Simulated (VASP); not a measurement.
Wanted: the native input for a VASP 6.6.1 run.

* Task: single point
* Functional: PBEsol
* Potentials or basis: VASP PAW PBE potentials, release 64 (Ni, Mo_sv, Pd, Ir, W_sv)
* Cutoff: 520 eV
* k mesh: 8 × 8 × 2
* Occupations: fermi-dirac, width 0.05 eV
* Spin: collinear spin, ferromagnetic start
* Starting moments: [1.0, 1.0, 0.0, 0.6, 0.0] μB
* Dipole correction: no
* Further INCAR settings: ALGO = Fast; EDIFF = 1e-06; NBANDS = 40

The structure of NiMoIrPdW lies in POSCAR:

```
NiMoIrPdW
1.0
    2.3255329407     -1.4036937862      0.0167306440
    2.3255329407      1.4036937862      0.0167306440
   -2.1518852910      0.0000000000     10.8107937232
Ni Mo Pd Ir W
1 1 1 1 1
Direct
    0.4978918685      0.4978918685      0.2957558359
    0.3242008991      0.3242008991      0.9125431394
    0.2455659298      0.2455659298      0.4897605205
    0.7523168824      0.7523168824      0.1094583640
    0.6800144201      0.6800144201      0.6924921402
```

These files were run (other wordings do the same):

INCAR

```
ALGO = Fast
EDIFF = 1E-6
ENCUT = 520
GGA = PS
ISIF = 2
ISMEAR = -1
ISPIN = 2
LASPH = True
LCHARG = True
LELF = True
LMAXMIX = 4
LORBIT = 11
LREAL = False
LVHAR = True
LWAVE = False
MAGMOM = 1 1 0 0.6 0
NBANDS = 40
NELM = 150
PREC = Accurate
SIGMA = 0.05
```

KPOINTS

```
k-points
0
Gamma
  8 8 2
```

Potentials or basis: VASP PAW PBE potentials, release 64 (Ni, Mo_sv, Pd, Ir, W_sv).

Run with:

```sh
$ cat potpaw_PBE.64/Ni/POTCAR potpaw_PBE.64/Mo_sv/POTCAR potpaw_PBE.64/Pd/POTCAR potpaw_PBE.64/Ir/POTCAR potpaw_PBE.64/W_sv/POTCAR > POTCAR
$ mpirun -np 1 vasp_std > vasp.out
```

It gave:

```yaml
Pressure: 0.4 GPa
Largest_force: 0.025 eV/Å
Net_moment: 0.00 μB per cell
Valence_electrons_inside_the_program's_atomic_spheres: Ni 9.21; Mo 12.62; Pd 9.64; Ir 8.43; W 12.13
```

Caveat: the moments typed at the start vanished in this run; the PAW data sets were made with another functional, which shifts forces and pressure a little.

Wall time 11 min on 1 thread of Intel Xeon 8259CL, with other jobs on the host, peak memory 0.37 GiB.
